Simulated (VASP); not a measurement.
Here is a VASP 6.6.1 calculation.

The input INCAR:

```
SYSTEM = P
PREC     = Accurate       ! precision mode
ENCUT    = 600            ! plane-wave cutoff, eV
EDIFF    = 1E-6           ! SCF threshold, eV
ISMEAR   = 0              ! smearing method
SIGMA    = 0.1            ! smearing width, eV
LREAL    = .FALSE.        ! projectors in reciprocal space
LASPH    = .TRUE.         ! aspherical terms in the spheres
NELM     = 80             ! most SCF steps
ALGO     = Normal         ! electronic algorithm
ISIF     = 3              ! what is computed and relaxed
LWAVE    = .FALSE.        ! write WAVECAR
LCHARG   = .FALSE.        ! write CHGCAR
GGA      = PE             ! functional
IBRION   = 2              ! ionic algorithm
NSW      = 100            ! ionic steps
EDIFFG   = -0.01          ! ionic threshold
```

The input KPOINTS:

```
Automatic mesh
0
G
  24 24 22
  0 0 0
```

The input POSCAR:

```
P
1.0
    1.2977133487     -2.3644405737      0.0000000000
    1.2977133487      2.3644405737      0.0000000000
    0.0000000000      0.0000000000      2.4526565307
P
1
Direct
    0.0000000000      0.0000000000      0.0000000000
```

Potentials or basis: VASP PAW PBE potentials, release 64 (P).

Command:

```console
$ cat potpaw_PBE.64/P/POTCAR > POTCAR
$ mpirun -np 1 vasp_std > vasp.out
```

(1) What does it give for the relaxed cell?

(2) Predict the band gap on the k mesh.

Results:

(1) a = 2.708 Å, b = 2.708 Å, c = 2.454 Å, α = 90.00°, β = 90.00°, γ = 124.93°.

(2) zero (an odd number of electrons rules out a gap without spin polarisation).
